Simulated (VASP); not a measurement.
Here is a VASP 6.6.1 calculation.

The input INCAR:

```
SYSTEM = AlRu
PREC = Accurate
ENCUT = 520
EDIFF = 1E-6
ISMEAR = 0
SIGMA = 0.15
LREAL = .False.
LASPH = .True.
NELM = 80
ALGO = Fast
ISIF = 2
LWAVE = .False.
LCHARG = .False.
GGA = PE
NBANDS = 16
```

File KPOINTS:

```
Automatic mesh
0
Gamma
  20 20 20
  0 0 0
```

POSCAR

```
AlRu
1.0
    3.0942072663      0.0000000000      0.0000000000
    0.0000000000      3.0942072663      0.0000000000
    0.0000000000      0.0000000000      2.9139621829
Al Ru
1 1
Direct
    0.0000000000      0.0000000000      0.0000000000
    0.5000000000      0.5000000000      0.5000000000
```

Potentials or basis: VASP PAW PBE potentials, release 64 (Al, Ru_pv).

The run is started by

```console
$ cat potpaw_PBE.64/Al/POTCAR potpaw_PBE.64/Ru_pv/POTCAR > POTCAR
$ mpirun -np 1 vasp_std > vasp.out
```

(1) What does it give for the pressure?

Results:

(1) -5.2 GPa.

Caveat: the cell differs from its parent crystal (strain +0.030 along x and y, -0.030 along z).
